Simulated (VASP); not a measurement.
Al16CN14 (a cell with a defect): single point with PBE

System: Al16CN14 (a cell with a defect).

```
Al N C
1.0
     6.25951    0.00000    0.00000
    -3.12976    5.42090    0.00000
     0.00000    0.00000   10.03481
Al N C
16 14 1
Direct
  0.33356 0.16762 0.25142
  0.16699 0.33159 0.49876
  0.33476 0.16622 0.75036
  0.16431 0.33279 0.00035
  0.33335 0.66646 0.25264
  0.16827 0.83332 0.50132
  0.33496 0.66609 0.74987
  0.16792 0.83374 0.99711
  0.82822 0.16641 0.25333
  0.67077 0.33567 0.50068
  0.83470 0.16641 0.74962
  0.66606 0.33170 0.99903
  0.81115 0.65519 0.25219
  0.67051 0.83439 0.50056
  0.83593 0.66656 0.74645
  0.66732 0.83530 0.99756
  0.33479 0.16654 0.43844
  0.16274 0.33100 0.19020
  0.33040 0.16753 0.94253
  0.16998 0.33190 0.69012
  0.33444 0.66921 0.43983
  0.33205 0.66705 0.94135
  0.17309 0.83381 0.69378
  0.83219 0.16731 0.44103
  0.66010 0.32806 0.18701
  0.83319 0.16874 0.93959
  0.66739 0.32954 0.69339
  0.66371 0.83525 0.18580
  0.83321 0.66733 0.94221
  0.66819 0.83234 0.69329
  0.83817 0.67017 0.43885
```

| Property | Result |
| --- | --- |
| Program | VASP 6.6.1 |
| Task | single point |
| Functional | PBE |
| Potentials or basis | VASP PAW PBE potentials, release 64 (Al, N, C) |
| Cutoff | 520 eV |
| k mesh | 1 × 1 × 1, shifted |
| Occupations | gaussian, width 0.01 eV |
| Spin | no spin polarisation |

The pressure is 1.2 GPa, the largest force is 0.030 eV/Å and the band gap on the k mesh is 2.77 eV.

Forces in eV/Å, atoms in the order of the input:
```
Al   0.003 -0.011 -0.002
Al   0.007  0.008  0.003
Al  -0.005 -0.006  0.010
Al  -0.001  0.002  0.005
Al   0.002 -0.001  0.002
Al   0.008  0.010 -0.005
Al  -0.002 -0.002  0.001
Al   0.003  0.005  0.000
Al  -0.001  0.005  0.009
Al  -0.005 -0.005  0.006
Al   0.005 -0.001 -0.002
Al  -0.005 -0.005  0.010
Al  -0.023 -0.013  0.014
Al  -0.005  0.010  0.007
Al   0.001 -0.004  0.004
Al  -0.004  0.006  0.005
N    0.000 -0.001  0.012
N   -0.014  0.002 -0.016
N    0.007  0.009 -0.012
N   -0.004 -0.003  0.003
N   -0.006  0.000  0.002
N    0.004 -0.009  0.001
N    0.002  0.003 -0.003
N   -0.004 -0.010 -0.003
N    0.013  0.014 -0.016
N    0.001  0.000  0.003
N    0.001  0.005 -0.007
N    0.019  0.001 -0.016
N    0.001 -0.002 -0.012
N   -0.002  0.002  0.003
C    0.003 -0.009 -0.006
```

Stress tensor (GPa, compression positive):
```
 2.45 -2.54  0.41
-2.54 -1.28  0.22
 0.41  0.22  2.54
```

Levels at points of the mesh, in eV from the valence-band top:
| k point | band 57 | band 58 | band 59 | band 60 | band 61 | band 62 | band 63 | band 64 | band 65 | band 66 |
| --- | --- | --- | --- | --- | --- | --- | --- | --- | --- | --- |
| (0.25, 0.25, 0.25) | -1.23 | -0.81 | -0.46 | -0.14 | 0.00 | 2.77 | 3.31 | 3.76 | 4.84 | 5.42 |

Run time: 2.4 min on 1 thread of Intel Xeon 8259CL, with other jobs on the host, peak memory 0.39 GiB.
